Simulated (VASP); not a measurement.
Input of a VASP 6.6.1 run:

Contents of POSCAR:

```
Te2Mo
1.0
    3.5656550000      0.0000000000      0.0000000000
   -1.7828270000      3.0879470000      0.0000000000
    0.0000000000      0.0000000000     14.6477790000
Te Mo
4 2
Direct
    0.3333330000      0.6666670000      0.6278230000
    0.6666670000      0.3333330000      0.1278230000
    0.6666670000      0.3333330000      0.3721770000
    0.3333330000      0.6666670000      0.8721770000
    0.3333330000      0.6666670000      0.2500000000
    0.6666670000      0.3333330000      0.7500000000
```

INCAR.step1

```
PREC = Accurate
ENCUT = 600
ISMEAR = 0
SIGMA = 0.02
LREAL = F
LASPH = T
NELM = 100
GGA = PE
ALGO = Normal
EDIFF = 1E-4
LWAVE = T
LCHARG = F
```

The input INCAR.step2:

```
PREC = Accurate
ENCUT = 600
EDIFF = 1E-6
ISMEAR = 0
SIGMA = 0.02
LREAL = F
LASPH = T
NELM = 100
ALGO = Normal
ISIF = 3
LWAVE = F
LCHARG = F
METAGGA = R2SCAN
LMIXTAU = T
IBRION = 2
NSW = 70
EDIFFG = -0.02
ISTART = 1
```

File KPOINTS:

```
Automatic mesh
0
Gamma
  9 9 2
```

Potentials or basis: VASP PAW PBE potentials, release 64 (Te, Mo_sv).

The run is started by

```bash
$ cat potpaw_PBE.64/Te/POTCAR potpaw_PBE.64/Mo_sv/POTCAR > POTCAR
$ cp INCAR.step1 INCAR
$ mpirun -np 1 vasp_std > vasp.out
$ cp INCAR.step2 INCAR
$ mpirun -np 1 vasp_std > vasp.out
```

(1) What does it give for the space group after relaxing (to 0.05 Å)?

(2) Predict the band gap on the k mesh.

(3) What does it give for the relaxed volume?

(4) What does it give for the relaxed cell?

Results:

(1) P6_3/mmc (No. 194).

(2) 1.04 eV, indirect (least direct gap 1.06 eV).

(3) 26.89 Å³/atom.

(4) a = 3.565 Å, b = 3.565 Å, c = 14.660 Å, α = 90.00°, β = 90.00°, γ = 120.00°.

Caveat: the PAW data sets were made with another functional, which shifts forces and pressure a little; spin-orbit coupling is left out, which moves the levels of the heavy elements.
